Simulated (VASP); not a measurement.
# AlN (P6_3mc) in VASP: a series of runs

The runs below take AlN through single point, with LDA.

All numbers are computed with VASP 6.6.1; they aren't measurements. Logs are shortened: lines on timing, memory, paths and dates and some standing lists are left out, and cuts for length are marked.

**Experimental background.**

“Self-assembly of well-separated AlN nanowires directly on sputtered metallic TiN films”, 2019, arxiv:1910.07391 quotes, for a bulk crystal of AlN at 10 K: band gap 6.034 eV (an exciton energy, a little under the gap).

The results are compared with them further down.

**1. The cell of the first run**

The structure is hexagonal, space group P6_3mc (No. 186). The conventional cell has a = 3.181 Å, b = 3.181 Å, c = 4.350 Å, α = 90.00°, β = 90.00°, γ = 120.00°. Al (site symmetry 3m) has 5 N at 1.86 to 2.45 Å within 2.5 Å. Within 2.5 Å of N (site symmetry 3m) lie 5 Al at 1.86 to 2.45 Å.

**2. Single point, LDA**

Input file INCAR:

```
SYSTEM = AlN
ALGO = Normal
EDIFF = 1E-7
ENCUT = 520
GGA = CA
ISIF = 2
ISMEAR = 0
LASPH = .True.
LCHARG = .False.
LREAL = .False.
LWAVE = .False.
NBANDS = 16
NELM = 80
PREC = Accurate
SIGMA = 0.05
```

Input file KPOINTS:

```
k-points
0
Gamma
  9 9 6
  0 0 0
```

Input file POSCAR:

```
AlN
1.0
    3.1813000000      0.0000000000      0.0000000000
   -1.5906500000      2.7550866171      0.0000000000
    0.0000000000      0.0000000000      4.3504000000
Al N
2 2
Direct
    0.3333333333      0.6666666667     -0.0259003837
    0.6666666667      0.3333333333      0.4740996163
    0.3333333333      0.6666666667      0.4109003837
    0.6666666667      0.3333333333      0.9109003837
```

Potentials or basis: VASP PAW LDA potentials, release 64 (Al, N).

Started as:

```sh
$ cat potpaw_LDA.64/Al/POTCAR potpaw_LDA.64/N/POTCAR > POTCAR
$ mpirun -np 1 vasp_std > vasp.out
```

OUTCAR:

```text
SYSTEM = AlN
   EDIFF = 1E-7
   ENCUT = 520
   GGA = CA
   ISIF = 2
   ISMEAR = 0
   LASPH = .True.
   LREAL = .False.
   NELM = 80
   PREC = Accurate

 ion  position               nearest neighbor table
   1  0.333  0.667  0.974-   4 1.86   4 1.86   4 1.86   3 1.90   3 2.45   2 2.85   2 2.85   2 2.85
                             2 2.85   2 2.85   2 2.85
   2  0.667  0.333  0.474-   3 1.86   3 1.86   3 1.86   4 1.90   4 2.45   1 2.85   1 2.85   1 2.85
                             1 2.85   1 2.85   1 2.85
   3  0.333  0.667  0.411-   2 1.86   2 1.86   2 1.86   1 1.90   1 2.45
   4  0.667  0.333  0.911-   1 1.86   1 1.86   1 1.86   2 1.90   2 2.45

  LATTYP: Found a hexagonal cell.
 ALAT       =     3.1813000000
 C/A-ratio  =     1.3674912772

  Lattice vectors:

 A1 = (   3.1813000000,   0.0000000000,   0.0000000000)
 A2 = (  -1.5906500000,   2.7550866171,   0.0000000000)
 A3 = (   0.0000000000,   0.0000000000,   4.3504000000)

Analysis of symmetry for initial positions (statically):
=====================================================================
 Subroutine PRICEL returns:
 Original cell was already a primitive cell.

 Routine SETGRP: Setting up the symmetry group for a
 hexagonal supercell.

 Subroutine GETGRP returns: Found 12 space group operations
 (whereof  6 operations were pure point group operations)
 out of a pool of 24 trial point group operations.

The static configuration has the point symmetry C_3v.
 The point group associated with its full space group is C_6v.

Analysis of symmetry for dynamics (positions and initial velocities):
=====================================================================
 Subroutine PRICEL returns:
 Original cell was already a primitive cell.

 Routine SETGRP: Setting up the symmetry group for a
 hexagonal supercell.

 Subroutine GETGRP returns: Found 12 space group operations
 (whereof  6 operations were pure point group operations)
 out of a pool of 24 trial point group operations.

The dynamic configuration has the point symmetry C_3v.
 The point group associated with its full space group is C_6v.

 Subroutine INISYM returns: Found 12 space group operations
 (whereof  6 operations are pure point group operations),
 and found     1 'primitive' translations

----------------------------------------------------------------------------------------

                                     Primitive cell

  volume of cell :      38.1302

  direct lattice vectors                    reciprocal lattice vectors
     3.181300000  0.000000000  0.000000000     0.314336906  0.181482497  0.000000000
    -1.590650000  2.755086617  0.000000000     0.000000000  0.362964995  0.000000000
     0.000000000  0.000000000  4.350400000     0.000000000  0.000000000  0.229863921

  length of vectors
     3.181300000  3.181300000  4.350400000     0.362964995  0.362964995  0.229863921

  position of ions in fractional coordinates (direct lattice)
     0.333333333  0.666666667  0.974099616
     0.666666667  0.333333333  0.474099616
     0.333333333  0.666666667  0.410900384
     0.666666667  0.333333333  0.910900384

  ion indices of the primitive-cell ions
   primitive index   ion index
                 1           1
                 2           2
                 3           3
                 4           4

----------------------------------------------------------------------------------------

 KPOINTS: k-points

Automatic generation of k-mesh.
 Grid dimensions read from file:
 generate k-points for:    9    9    6

 Generating k-lattice:

  Cartesian coordinates                     Fractional coordinates (reciprocal lattice)
     0.034926323  0.020164722  0.000000000     0.111111111  0.000000000  0.000000000
     0.000000000  0.040329444  0.000000000     0.000000000  0.111111111  0.000000000
     0.000000000  0.000000000  0.038310653     0.000000000  0.000000000  0.166666667

  Length of vectors
     0.040329444  0.040329444  0.038310653

  Shift w.r.t. Gamma in fractional coordinates (k-lattice)
     0.000000000  0.000000000  0.000000000

 Subroutine IBZKPT returns following result:
 ===========================================

 Found     48 irreducible k-points:

 Following reciprocal coordinates:
            Coordinates               Weight
  0.000000  0.000000  0.000000      1.000000
  0.111111  0.000000  0.000000      6.000000
  0.222222  0.000000  0.000000      6.000000
  0.333333  0.000000  0.000000      6.000000
  0.444444  0.000000  0.000000      6.000000
  0.111111  0.111111  0.000000      6.000000
[... 16 lines left out ...]
  0.333333  0.222222  0.166667     24.000000
  0.333333  0.333333  0.166667      4.000000
 [... further k-points ...]
   k-points           NKPTS =     48   k-points in BZ     NKDIM =     48   number of bands    NBANDS=     16
   number of dos      NEDOS =    301   number of ions     NIONS =      4
   total plane-waves  NPLWV =  18432
   dimension x,y,z NGX =    24 NGY =   24 NGZ =   32
   dimension x,y,z NGXF=    48 NGYF=   48 NGZF=   64
   ions per type =               2   2
   NGX,Y,Z   is equivalent  to a cutoff of  12.54, 12.54, 12.23 a.u.
   NGXF,Y,Z  is equivalent  to a cutoff of  25.08, 25.08, 24.46 a.u.
 SYSTEM =  AlN
   PREC   = accura    normal or accurate (medium, high low for compatibility)
   ISTART =      0    job   : 0-new  1-cont  2-samecut
   ICHARG =      2    charge: 1-file 2-atom 10-const
   ISPIN  =      1    spin polarized calculation?
   LNONCOLLINEAR =      F non collinear calculations
   LSORBIT =      F    spin-orbit coupling
   LASPH  =      T    aspherical Exc in radial PAW
   ENCUT  =  520.0 eV  38.22 Ry    6.18 a.u.   5.92  5.92  8.09*2*pi/ulx,y,z
   NELM   =     80;   NELMIN=  2; NELMDL= -5     # of ELM steps
   EDIFF  = 0.1E-06   stopping-criterion for ELM
   LREAL  =      F    real-space projection
   EDIFFG = 0.1E-05   stopping-criterion for IOM
   NSW    =      0    number of steps for IOM
   IBRION =     -1    ionic relax: 0-MD 1-quasi-New 2-CG
   NFREE  =      0    steps in history (QN), initial steepest desc. (CG)
   ISIF   =      2    stress and relaxation
   ISYM   =      2    0-nonsym 1-usesym 2-fastsym
   POTIM  = 0.5000    time-step for ionic-motion
   TEBEG  =    0.0;   TEEND  =   0.0 temperature during run
   PSTRESS=    0.0 pullay stress
   NELECT =      16.0000    total number of electrons
   NUPDOWN=      -1.0000    fix difference up-down
   EMIN   =  10.00;   EMAX   =-10.00  energy-range for DOS
   EFERMI =   0.00;   METHOD = LEGACY
   ISMEAR =     0;   SIGMA  =   0.05  broadening in eV -4-tet -1-fermi 0-gaus
   EFERMI_NEDOS =   21; number of points for ismear=-14 and -15
   IALGO  =     38    algorithm
   IMIX   =      4    mixing-type and parameters
     AMIX     =   0.40;   BMIX     =  1.00
     AMIX_MAG =   1.60;   BMIX_MAG =  1.00
  volume/ion in A,a.u.               =       9.53        64.33
  Fermi-wavevector in a.u.,A,eV,Ry     =   1.225627  2.316100 20.438162  1.502163
  Thomas-Fermi vector in A             =   2.360658
   LORBIT       =      0    0 simple, 1 ext, 2 COOP (PROOUT), +10 PAW based schemes
   GGA     = CA    functional components
   LHFCALC =     F    Hartree Fock is set to
   AEXX    =    0.0000 exact exchange contribution
   IVDW    =     0    specifies the selected vdW correction
   LEPSILON=     F    determine dielectric tensor
   LRPA    =     F    only Hartree local field effects (RPA)
 non-spin polarized calculation
 Gauss-broadening in eV      SIGMA  =   0.05
  energy-cutoff  :      520.00
  volume of cell :       38.13
 maximum number of plane-waves:      1042
 NGX is ok and might be reduce to    24
   NGX = 11   NGY = 11   NGZ = 17

 number of electron      16.0000001 magnetization

 Free energy of the ion-electron system (eV)
  ---------------------------------------------------
  ext. energy  EPLUGINS =         0.00000000
  ---------------------------------------------------
  free energy    TOTEN  =       -32.46330677 eV

  energy without entropy =      -32.46330677  energy(sigma->0) =      -32.46330677

 E-fermi :   8.2551     XC(G=0): -11.6645

 val. band max:        7.9632472960   @ k =   0.0000   0.0000   0.0000
 cond. band min:      11.8180840373   @ k =   0.0000   0.0000   0.0000
 fundamental gap:      3.8548367413
 Fermi energy:         8.2551108931

 k-point     1 :       0.0000    0.0000    0.0000
  band No.  band energies     occupation
      1      -8.7848      2.00000
      2      -5.3679      2.00000
      3       0.8725      2.00000
      4       5.0877      2.00000
      5       5.0877      2.00000
      6       6.3842      2.00000
[... 8 lines left out ...]
     15      19.7374      0.00000
     16      20.6872      0.00000

 k-point     2 :       0.1111    0.0000    0.0000
  band No.  band energies     occupation
      1      -8.6271      2.00000
      2      -5.3237      2.00000
      3       1.0433      2.00000
      4       4.4865      2.00000
      5       4.8778      2.00000
      6       5.8444      2.00000
[... 8 lines left out ...]
     15      19.8901      0.00000
     16      20.1184      0.00000

 k-point     3 :       0.2222    0.0000    0.0000
  band No.  band energies     occupation
      1      -8.1748      2.00000
      2      -5.2435      2.00000
      3       1.5392      2.00000
      4       3.1966      2.00000
      5       4.4530      2.00000
      6       4.8082      2.00000
[... 8 lines left out ...]
     15      18.8702      0.00000
     16      20.2715      0.00000

 k-point     4 :       0.3333    0.0000    0.0000
  band No.  band energies     occupation
      1      -7.5045      2.00000
      2      -5.2756      2.00000
      3       1.9556      2.00000
      4       2.3458      2.00000
      5       3.8435      2.00000
      6       4.0676      2.00000
[... 8 lines left out ...]
     15      20.3779      0.00000
     16      20.6209      0.00000

 k-point     5 :       0.4444    0.0000    0.0000
  band No.  band energies     occupation
      1      -6.8321      2.00000
      2      -5.5229      2.00000
      3       1.3182      2.00000
      4       3.1407      2.00000
      5       3.2543      2.00000
      6       3.8496      2.00000
[... 8 lines left out ...]
     15      20.9352      0.00000
     16      21.9132      0.00000

 k-point     6 :       0.1111    0.1111    0.0000
  band No.  band energies     occupation
      1      -8.3218      2.00000
      2      -5.2607      2.00000
      3       1.3774      2.00000
      4       3.7964      2.00000
      5       4.1002      2.00000
      6       5.4265      2.00000
[... 8 lines left out ...]
     15      19.1467      0.00000
     16      20.3925      0.00000
[... 267 lines left out ...]
 k-point    21 :       0.4444    0.1111    0.1667
  band No.  band energies     occupation
      1      -6.5177      2.00000
      2      -5.6492      2.00000
      3       1.0008      2.00000
      4       2.4847      2.00000
      5       3.2561      2.00000
      6       4.3915      2.00000
[... 8 lines left out ...]
     15      20.3954      0.00000
     16      21.9960      0.00000

 k-point    22 :       0.2222    0.2222    0.1667
  band No.  band energies     occupation
      1      -7.0230      2.00000
      2      -5.4500      2.00000
      3       1.7616      2.00000
      4       2.0757      2.00000
      5       3.8005      2.00000
      6       4.0350      2.00000
[... 8 lines left out ...]
     15      20.1013      0.00000
     16      21.7704      0.00000

 k-point    23 :       0.3333    0.2222    0.1667
  band No.  band energies     occupation
      1      -6.4200      2.00000
      2      -5.6438      2.00000
      3       1.3663      2.00000
      4       2.2167      2.00000
      5       2.9450      2.00000
      6       4.6164      2.00000
[... 8 lines left out ...]
     15      19.9782      0.00000
     16      21.8979      0.00000

 k-point    24 :       0.3333    0.3333    0.1667
  band No.  band energies     occupation
      1      -5.9562      2.00000
      2      -5.9562      2.00000
      3       1.4214      2.00000
      4       2.4044      2.00000
      5       2.4044      2.00000
      6       4.5097      2.00000
[... 8 lines left out ...]
     15      19.6006      0.00000
     16      21.7303      0.00000

 [... further k-points ...]
[... 5 lines left out ...]
  --------------------------------------------------------------------------------------
  -------------------------------------------------------------------------------------
  Total        1.4359572      1.4359572      3.3431233      0.0000000     -0.0000000      0.0000000
  in kB       60.3369035     60.3369035    140.4733391      0.0000000     -0.0000000      0.0000000
  external PRESSURE =      87.0490487 kB  Pullay stress =       0.0000000 kB

 VOLUME and BASIS-vectors are now :
 -----------------------------------------------------------------------------
  energy-cutoff  :      520.00
  volume of cell :       38.13
      direct lattice vectors                 reciprocal lattice vectors
     3.181300000  0.000000000  0.000000000     0.314336906  0.181482497  0.000000000
    -1.590650000  2.755086617  0.000000000     0.000000000  0.362964995  0.000000000
     0.000000000  0.000000000  4.350400000     0.000000000  0.000000000  0.229863921

 POSITION                                       TOTAL-FORCE (eV/Angst)
 -----------------------------------------------------------------------------------
     -0.00000      1.83672      4.23772        -0.000000     -0.000000     -0.007569
      1.59065      0.91836      2.06252         0.000000      0.000000     -0.007569
     -0.00000      1.83672      1.78758        -0.000000      0.000000      0.007569
      1.59065      0.91836      3.96278         0.000000      0.000000      0.007569
 -----------------------------------------------------------------------------------
    total drift:                               -0.000000     -0.000000     -0.000452

  FREE ENERGIE OF THE ION-ELECTRON SYSTEM (eV)
  ---------------------------------------------------
  free  energy   TOTEN  =       -32.4633067653 eV

  energy  without entropy=      -32.4633067653  energy(sigma->0) =      -32.46330677
```

Run time: 9.9 s. Hardware: 1 thread of AMD EPYC 9R45 (Zen 5), shared host; peak memory 0.11 GiB.

Results:

| Quantity | Value |
| --- | --- |
| Free energy | -32.4633 eV |
| Pressure | 8.7 GPa |
| Largest force | 0.008 eV/Å |
| Band gap on the k mesh | 3.85 eV, direct |

Forces in eV/Å, atoms in the order of the input:
```
Al   0.000  0.000 -0.008
Al   0.000  0.000 -0.008
N    0.000  0.000  0.008
N    0.000  0.000  0.008
```

Levels at points of the mesh, in eV from the valence-band top:
```
           k point  band 6  band 7  band 8  band 9  band 10  band 11
(0.00, 0.00, 0.00)   -1.58   -1.58    0.00    3.85     5.10     9.02
(0.00, 0.00, 0.50)   -2.26   -2.26   -2.26    5.91     5.91     9.29
```

(Part 1 of 2 ends here.)
